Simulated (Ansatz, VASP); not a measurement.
# Nb in VASP and in Ansatz

File INCAR:

```
SYSTEM = Nb
ALGO = Normal
EDIFF = 1E-6
ENCUT = 520
GGA = PE
ISIF = 2
ISMEAR = -1
LASPH = .True.
LCHARG = .True.
LELF = .True.
LREAL = .False.
LVHAR = .True.
LWAVE = .False.
NBANDS = 20
NELM = 80
PREC = Accurate
SIGMA = 0.08
```

The input KPOINTS:

```
k-points
0
Gamma
  11 11 11
  0 0 0
```

The input POSCAR:

```
Nb
1.0
    0.0000000000      2.8964859725      2.8964859725
    2.8964859725      0.0000000000      2.8964859725
    2.8964859725      2.8964859725      0.0000000000
Nb
2
Direct
    0.0000000000      0.0000000000      0.0000000000
    0.2500000000      0.2500000000      0.2500000000
```

Input for Ansatz:

```yaml
crystal:
  lattice:
    - [0.0, 2.8964859725, 2.8964859725]
    - [2.8964859725, 0.0, 2.8964859725]
    - [2.8964859725, 2.8964859725, 0.0]
  atoms:
    - { symbol: Nb, position: [0.0, 0.0, 0.0] }
    - { symbol: Nb, position: [0.25, 0.25, 0.25] }
kpoints:
  mp_grid: { grid: [11, 11, 11] }
scf:
  occupations: { method: fermi_dirac, width: 0.08 }
hamiltonian:
  xc: pbe
  pseudopotentials: { kind: all_electron, lapw: { basis_error: 0.0005 } }
output:
  forces: true
  stress: true
  eigenvalues: true
```

Change from the starting cell: volume scaled by 0.9405.

Alike in both runs: task single point; functional PBE; k mesh 11 × 11 × 11; occupations fermi-dirac, width 0.08 eV; no spin polarisation.

|  | VASP | Ansatz |
| --- | --- | --- |
| version | VASP 6.6.1 | Ansatz 0.2.0 |
| potentials or method | VASP PAW PBE potentials, release 64 (Nb_sv), cutoff 520 eV | all-electron LAPW, scalar-relativistic |

```csv
,VASP,Ansatz,Ansatz less VASP
pressure (GPa),4.6,4.5,-0.01
```

Ansatz ran all-electron here, and VASP with PAW potentials.
